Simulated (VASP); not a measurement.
# InAs (zinc blende) (F-43m) in VASP: further runs

InAs (zinc blende) is run at these levels: PBEsol; tasks: single point.

Everything below comes from runs of VASP 6.6.1. Logs are shortened: lines on timing, memory, paths and dates and some standing lists are left out, and cuts for length are marked.

## (1) The cell of the first run

Symmetry: F-43m, No. 216, cubic system. Conventional cell: a = 6.157 Å, b = 6.157 Å, c = 6.157 Å, α = 90.00°, β = 90.00°, γ = 90.00°. In (site symmetry -43m) has 4 As at 2.67 Å within 3.5 Å. Within 3.5 Å of As (site symmetry -43m) lie 4 In at 2.67 Å.

## (2) Single point, PBEsol, non-collinear spin, zero start, spin-orbit coupling (volume scaled by 1.05)

The input, INCAR:

```
  PREC = Accurate
  ENCUT = 520
  EDIFF = 1E-6
  ISMEAR = 0
  SIGMA = 0.02
  LREAL = F
  LASPH = T
  NELM = 150
  ALGO = Normal
  ISIF = 2
  LWAVE = F
  LCHARG = F
  LNONCOLLINEAR = T
  MAGMOM = 0 0 0 0 0 0
  LORBIT = 11
  LSORBIT = T
  GGA_COMPAT = F
  LORBMOM = T
  GGA = PS
  NBANDS = 30
```

The input, KPOINTS:

```
regular mesh
0
Gamma
  12 12 12
```

The input, POSCAR:

```
InAs
1.0
    0.0000000000      3.0786645648      3.0786645648
    3.0786645648      0.0000000000      3.0786645648
    3.0786645648      3.0786645648      0.0000000000
In As
1 1
Direct
    0.0000000000      0.0000000000      0.0000000000
    0.2500000000      0.2500000000      0.2500000000
```

Potentials or basis: VASP PAW PBE potentials, release 64 (In_d, As).

On the command line:

```bash
$ cat potpaw_PBE.64/In_d/POTCAR potpaw_PBE.64/As/POTCAR > POTCAR
$ mpirun -np 1 vasp_ncl > vasp.out
```

OUTCAR:

```text
PREC = Accurate
   ENCUT = 520
   EDIFF = 1E-6
   ISMEAR = 0
   LREAL = F
   LASPH = T
   NELM = 150
   ISIF = 2
   LNONCOLLINEAR = T
   LORBIT = 11
   LSORBIT = T
   GGA = PS

 ion  position               nearest neighbor table
   1  0.000  0.000  0.000-   2 2.67   2 2.67   2 2.67   2 2.67
   2  0.250  0.250  0.250-   1 2.67   1 2.67   1 2.67   1 2.67

  LATTYP: Found a face centered cubic cell.
 ALAT       =     6.1573291296

  Lattice vectors:

 A1 = (   0.0000000000,   3.0786645648,   3.0786645648)
 A2 = (   3.0786645648,   0.0000000000,   3.0786645648)
 A3 = (   3.0786645648,   3.0786645648,   0.0000000000)

Analysis of symmetry for initial positions (statically):
=====================================================================
 Subroutine PRICEL returns:
 Original cell was already a primitive cell.

 Routine SETGRP: Setting up the symmetry group for a
 face centered cubic supercell.

 Subroutine GETGRP returns: Found 24 space group operations
 (whereof 24 operations were pure point group operations)
 out of a pool of 48 trial point group operations.

The static configuration has the point symmetry T_d .

Analysis of symmetry for dynamics (positions and initial velocities):
=====================================================================
 Subroutine PRICEL returns:
 Original cell was already a primitive cell.

 Routine SETGRP: Setting up the symmetry group for a
 face centered cubic supercell.

 Subroutine GETGRP returns: Found 24 space group operations
 (whereof 24 operations were pure point group operations)
 out of a pool of 48 trial point group operations.

The dynamic configuration has the point symmetry T_d .

Analysis of structural, dynamic, and magnetic symmetry:
=====================================================================
 Subroutine PRICEL returns:
 Original cell was already a primitive cell.

 Routine SETGRP: Setting up the symmetry group for a
 face centered cubic supercell.

 Subroutine GETGRP returns: Found 24 space group operations
 (whereof 24 operations were pure point group operations)
 out of a pool of 48 trial point group operations.

The overall configuration has the point symmetry T_d .

 Subroutine INISYM returns: Found 24 space group operations
 (whereof 24 operations are pure point group operations),
 and found     1 'primitive' translations

----------------------------------------------------------------------------------------

                                     Primitive cell

  volume of cell :      58.3602

  direct lattice vectors                    reciprocal lattice vectors
     0.000000000  3.078664565  3.078664565    -0.162408080  0.162408080  0.162408080
     3.078664565  0.000000000  3.078664565     0.162408080 -0.162408080  0.162408080
     3.078664565  3.078664565  0.000000000     0.162408080  0.162408080 -0.162408080

  length of vectors
     4.353889182  4.353889182  4.353889182     0.281299046  0.281299046  0.281299046

  position of ions in fractional coordinates (direct lattice)
     0.000000000  0.000000000  0.000000000
     0.250000000  0.250000000  0.250000000

  ion indices of the primitive-cell ions
   primitive index   ion index
                 1           1
                 2           2

----------------------------------------------------------------------------------------

 KPOINTS: regular mesh

Automatic generation of k-mesh.
 Grid dimensions read from file:
 generate k-points for:   12   12   12

 Generating k-lattice:

  Cartesian coordinates                     Fractional coordinates (reciprocal lattice)
    -0.013534007  0.013534007  0.013534007     0.083333333  0.000000000  0.000000000
     0.013534007 -0.013534007  0.013534007     0.000000000  0.083333333  0.000000000
     0.013534007  0.013534007 -0.013534007     0.000000000  0.000000000  0.083333333

  Length of vectors
     0.023441587  0.023441587  0.023441587

  Shift w.r.t. Gamma in fractional coordinates (k-lattice)
     0.000000000  0.000000000  0.000000000

 Subroutine IBZKPT returns following result:
 ===========================================

 Found    116 irreducible k-points:

 Following reciprocal coordinates:
            Coordinates               Weight
  0.000000  0.000000  0.000000      1.000000
  0.083333  0.000000  0.000000      4.000000
 -0.083333  0.000000  0.000000      4.000000
  0.166667  0.000000  0.000000      4.000000
 -0.166667  0.000000  0.000000      4.000000
  0.250000  0.000000  0.000000      4.000000
[... 36 lines left out ...]
   NELM   =    150;   NELMIN=  2; NELMDL= -5     # of ELM steps
   EDIFF  = 0.1E-05   stopping-criterion for ELM
   LREAL  =      F    real-space projection
   EDIFFG = 0.1E-04   stopping-criterion for IOM
   NSW    =      0    number of steps for IOM
   IBRION =     -1    ionic relax: 0-MD 1-quasi-New 2-CG
   NFREE  =      0    steps in history (QN), initial steepest desc. (CG)
   ISIF   =      2    stress and relaxation
   ISYM   =      2    0-nonsym 1-usesym 2-fastsym
   POTIM  = 0.5000    time-step for ionic-motion
   TEBEG  =    0.0;   TEEND  =   0.0 temperature during run
   PSTRESS=    0.0 pullay stress
   NELECT =      18.0000    total number of electrons
   NUPDOWN=      -1.0000    fix difference up-down
   EMIN   =  10.00;   EMAX   =-10.00  energy-range for DOS
   EFERMI =   0.00;   METHOD = LEGACY
   ISMEAR =     0;   SIGMA  =   0.02  broadening in eV -4-tet -1-fermi 0-gaus
   EFERMI_NEDOS =   21; number of points for ismear=-14 and -15
   IALGO  =     38    algorithm
   IMIX   =      4    mixing-type and parameters
     AMIX     =   0.40;   BMIX     =  1.00
     AMIX_MAG =   1.60;   BMIX_MAG =  1.00
  volume/ion in A,a.u.               =      29.18       196.92
  Fermi-wavevector in a.u.,A,eV,Ry     =   1.106097  2.090221 16.646062  1.223451
  Thomas-Fermi vector in A             =   2.242593
   LORBIT       =     11    0 simple, 1 ext, 2 COOP (PROOUT), +10 PAW based schemes
   GGA     = PS    functional components
   LHFCALC =     F    Hartree Fock is set to
   AEXX    =    0.0000 exact exchange contribution
   IVDW    =     0    specifies the selected vdW correction
   LEPSILON=     F    determine dielectric tensor
   LRPA    =     F    only Hartree local field effects (RPA)
 Gauss-broadening in eV      SIGMA  =   0.02
  energy-cutoff  :      520.00
  volume of cell :       58.36
 maximum number of plane-waves:      3184
   NGX = 17   NGY = 17   NGZ = 17

 number of electron      18.0000000 magnetization       0.0000000      0.0000000      0.0000000

 number of electron      18.0000006 magnetization       0.0000000     -0.0000000      0.0000000

 number of electron      18.0000006 magnetization      -0.0000000      0.0000000     -0.0000000

 Free energy of the ion-electron system (eV)
  ---------------------------------------------------
  ext. energy  EPLUGINS =         0.00000000
  ---------------------------------------------------
  free energy    TOTEN  =        -8.52990020 eV

  energy without entropy =       -8.52988714  energy(sigma->0) =       -8.52989367

 E-fermi :   3.9499     XC(G=0):  -9.0493

 val. band max:        3.9499017458   @ k =   0.0000   0.0000   0.0000
 cond. band min:       3.9499018985   @ k =   0.0000   0.0000   0.0000
 fundamental gap:      0.0000001526
 Fermi energy:         3.9499018226

 k-point     1 :       0.0000    0.0000    0.0000
  band No.  band energies     occupation
      1     -10.8523      1.00000
      2     -10.8523      1.00000
      3     -10.8523      1.00000
      4     -10.8523      1.00000
      5     -10.0538      1.00000
      6     -10.0538      1.00000
[... 781 lines left out ...]
     29      13.3829      0.00000
     30      13.3888      0.00000

 [... further k-points ...]
[... 5 lines left out ...]
  --------------------------------------------------------------------------------------
  -------------------------------------------------------------------------------------
  Total       -0.6254158     -0.6254158     -0.6254158      0.0000000      0.0000000      0.0000000
  in kB      -17.1696854    -17.1696854    -17.1696854      0.0000000      0.0000000      0.0000000
  external PRESSURE =     -17.1696854 kB  Pullay stress =       0.0000000 kB

 VOLUME and BASIS-vectors are now :
 -----------------------------------------------------------------------------
  energy-cutoff  :      520.00
  volume of cell :       58.36
      direct lattice vectors                 reciprocal lattice vectors
     0.000000000  3.078664565  3.078664565    -0.162408080  0.162408080  0.162408080
     3.078664565  0.000000000  3.078664565     0.162408080 -0.162408080  0.162408080
     3.078664565  3.078664565  0.000000000     0.162408080  0.162408080 -0.162408080

 POSITION                                       TOTAL-FORCE (eV/Angst)
 -----------------------------------------------------------------------------------
      0.00000      0.00000      0.00000         0.000000      0.000000      0.000000
      1.53933      1.53933      1.53933        -0.000000     -0.000000     -0.000000
 -----------------------------------------------------------------------------------
    total drift:                                0.000000      0.000000      0.000000

  FREE ENERGIE OF THE ION-ELECTRON SYSTEM (eV)
  ---------------------------------------------------
  free  energy   TOTEN  =        -8.5299001997 eV

  energy  without entropy=       -8.5298871398  energy(sigma->0) =       -8.52989367

 orbital moment (x)

 # of ion     p       d       tot
 ----------------------------------------
  1         0.000  -0.000   0.000
  2        -0.000   0.000  -0.000
 ----------------------------------------
            0.000  -0.000   0.000

 orbital moment (y)

 # of ion     p       d       tot
 ----------------------------------------
  1         0.000  -0.000   0.000
  2         0.000  -0.000   0.000
 ----------------------------------------
            0.000  -0.000   0.000

 orbital moment (z)

 # of ion     p       d       tot
 ----------------------------------------
  1         0.000   0.000   0.000
  2         0.000   0.000   0.000
 ----------------------------------------
            0.000   0.000   0.000

 Spin-Orbit-Coupling matrix elements

 Ion:    1  E_soc:     -0.0720264
 l=   1
     0.0000000    -0.0055636    -0.0055636
    -0.0055636     0.0000000    -0.0055636
    -0.0055636    -0.0055636     0.0000000
 l=   2
     0.0000000    -0.0012957     0.0000000    -0.0012957    -0.0051451
    -0.0012957     0.0000000    -0.0038588    -0.0012957    -0.0012863
     0.0000000    -0.0038588     0.0000000    -0.0038588     0.0000000
    -0.0012957    -0.0012957    -0.0038588     0.0000000    -0.0012863
    -0.0051451    -0.0012863     0.0000000    -0.0012863     0.0000000
 l=   3
     0.0000000     0.0000000     0.0000000     0.0000000     0.0000000     0.0000000     0.0000000
     0.0000000     0.0000000     0.0000000     0.0000000     0.0000000     0.0000000     0.0000000
     0.0000000     0.0000000     0.0000000     0.0000000     0.0000000     0.0000000     0.0000000
     0.0000000     0.0000000     0.0000000     0.0000000     0.0000000     0.0000000     0.0000000
     0.0000000     0.0000000     0.0000000     0.0000000     0.0000000     0.0000000     0.0000000
     0.0000000     0.0000000     0.0000000     0.0000000     0.0000000     0.0000000     0.0000000
     0.0000000     0.0000000     0.0000000     0.0000000     0.0000000     0.0000000     0.0000000

 Ion:    2  E_soc:     -0.0268985
 l=   1
     0.0000000    -0.0044813    -0.0044813
    -0.0044813     0.0000000    -0.0044813
    -0.0044813    -0.0044813     0.0000000
 l=   2
     0.0000000    -0.0000008     0.0000000    -0.0000008    -0.0000010
    -0.0000008     0.0000000    -0.0000008    -0.0000008    -0.0000003
     0.0000000    -0.0000008     0.0000000    -0.0000008     0.0000000
    -0.0000008    -0.0000008    -0.0000008     0.0000000    -0.0000003
    -0.0000010    -0.0000003     0.0000000    -0.0000003     0.0000000
 l=   3
     0.0000000     0.0000000     0.0000000     0.0000000     0.0000000     0.0000000     0.0000000
     0.0000000     0.0000000     0.0000000     0.0000000     0.0000000     0.0000000     0.0000000
     0.0000000     0.0000000     0.0000000     0.0000000     0.0000000     0.0000000     0.0000000
     0.0000000     0.0000000     0.0000000     0.0000000     0.0000000     0.0000000     0.0000000
     0.0000000     0.0000000     0.0000000     0.0000000     0.0000000     0.0000000     0.0000000
     0.0000000     0.0000000     0.0000000     0.0000000     0.0000000     0.0000000     0.0000000
     0.0000000     0.0000000     0.0000000     0.0000000     0.0000000     0.0000000     0.0000000

 total charge

# of ion       s       p       d       tot
------------------------------------------
    1        0.849   0.687   9.882  11.419
    2        1.228   1.524   0.020   2.772
--------------------------------------------------
tot          2.078   2.211   9.902  14.190

 magnetization (x)

# of ion       s       p       d       tot
------------------------------------------
    1        0.000   0.000   0.000   0.000
    2        0.000  -0.000   0.000  -0.000
--------------------------------------------------
tot          0.000  -0.000   0.000   0.000

 magnetization (y)

# of ion       s       p       d       tot
------------------------------------------
    1        0.000   0.000   0.000   0.000
    2        0.000   0.000   0.000   0.000
--------------------------------------------------
tot          0.000   0.000   0.000   0.000

 magnetization (z)

# of ion       s       p       d       tot
------------------------------------------
    1       -0.000  -0.000   0.000  -0.000
    2        0.000  -0.000  -0.000  -0.000
--------------------------------------------------
tot         -0.000  -0.000   0.000  -0.000
```

Wall time 4.7 min (1 thread of Intel Xeon Platinum 8259CL at 2.50GHz (Skylake/Cascade Lake), shared host); peak memory 0.49 GiB.

What came out:

```yaml
Free_energy: -8.5299 eV
Pressure: -1.7 GPa
Net_moment: 0.00 μB per cell
Valence_electrons_inside_the_program's_atomic_spheres: In 11.42; As 2.77
```

Moments on the atoms (μB; x, y, z):
```
In  0.00 0.00 0.00
As  0.00 0.00 0.00
```

Caveat: the PAW data sets were made with another functional, which shifts forces and pressure a little.

[end of part 1 of 2]
